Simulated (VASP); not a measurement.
**Ga4ICl3: single point with PBEsol**

The system is Ga4ICl3.

```
Ga I Cl
1.0
    -3.78401    3.78401    3.78401
     3.78401   -3.78401    3.78401
     3.78401    3.78401   -3.78401
Ga I Cl
4 1 3
Direct
  0.50000 0.50000 0.50000
  0.00000 0.00000 0.50000
  0.00000 0.50000 0.00000
  0.50000 0.00000 0.00000
  0.00000 0.00000 0.00000
  0.50000 0.50000 0.00000
  0.50000 0.00000 0.50000
  0.00000 0.50000 0.50000
```

```json
{
  "Program": "VASP 6.6.1",
  "Task": "single point",
  "Functional": "PBEsol",
  "Potentials or basis": "VASP PAW PBE potentials, release 64 (Ga_d, I, Cl)",
  "Cutoff": "520 eV",
  "k mesh": "6 × 6 × 6",
  "Occupations": "gaussian, width 0.02 eV",
  "Spin": "no spin polarisation",
  "Dipole correction": "no",
  "Further INCAR settings": "ALGO = Normal; EDIFF = 1e-06; NBANDS = 50"
}
```

```json
{
  "Pressure": "-2.4 GPa",
  "Band gap on the k mesh": "1.09 eV"
}
```

Levels at points of the mesh, in eV from the valence-band top:
```
           k point  band 38  band 39  band 40  band 41  band 42  band 43
(0.00, 0.00, 0.00)    -1.20    -1.20    -1.20     3.77     3.77     3.77
(0.50, 0.00, 0.00)    -1.14    -0.99    -0.31     2.25     2.68     2.70
(0.50, 0.50, 0.50)     0.00     0.00     0.00     1.09     1.09     1.23
```

Wall time 3.1 min on 1 thread of AMD EPYC 9R14 (Zen 4) (shared host), peak memory 0.4 GiB.

Caveat: the PAW data sets were made with another functional, which shifts forces and pressure a little; spin-orbit coupling is left out, which moves the levels of the heavy elements. A k mesh can miss the band edges.
